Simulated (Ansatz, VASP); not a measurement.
# One calculation of PtSe2, two programs

```
CELL_PARAMETERS angstrom
3.87780 0.00000 0.00000
-1.93890 3.35827 0.00000
0.00000 0.00000 4.83686
ATOMIC_POSITIONS crystal
Pt 0.00000 0.00000 0.00000
Se 0.33333 0.66667 0.25261
Se 0.66667 0.33333 0.74739
```

Change from the starting cell: epitaxial_xy strain +4.0%.

Alike in both runs: task single point; functional HSE06; k mesh 6 × 6 × 4; occupations fermi-dirac, width 0.02 eV; no spin polarisation.

|  | VASP | Ansatz |
| --- | --- | --- |
| version | VASP 6.6.1 | Ansatz 0.2.0 |
| potentials or method | VASP PAW PBE potentials, release 64 (Pt, Se) | plane waves, PAW |
| plane-wave cutoff (eV) | 520 | 420 |
| valence electrons in the cell | 22 | 50 |

Ansatz gave:

- pressure (GPa): -5.0
- traceless stress, the component that is largest in VASP (GPa): 5.22
- rms of the force components (eV/Å): 0.132

Task: Which values does VASP return?

Result: Pressure (GPa): -5.2; traceless stress, the component that is largest in VASP (GPa): 5.28; rms of the force components (eV/Å): 0.135.

Atom by atom the forces differ by 0.003 eV/Å (rms over components). The functional is the same, so the differences come from potentials, cutoffs and numerics. VASP's potentials hold 22 valence electrons a cell and Ansatz's 50, so a difference there can come from the potentials and not from the codes. Ansatz's warnings: filled band counts differ across k points, stress exchange threshold loose, stress scf threshold loose.

Spin-orbit coupling is off throughout.
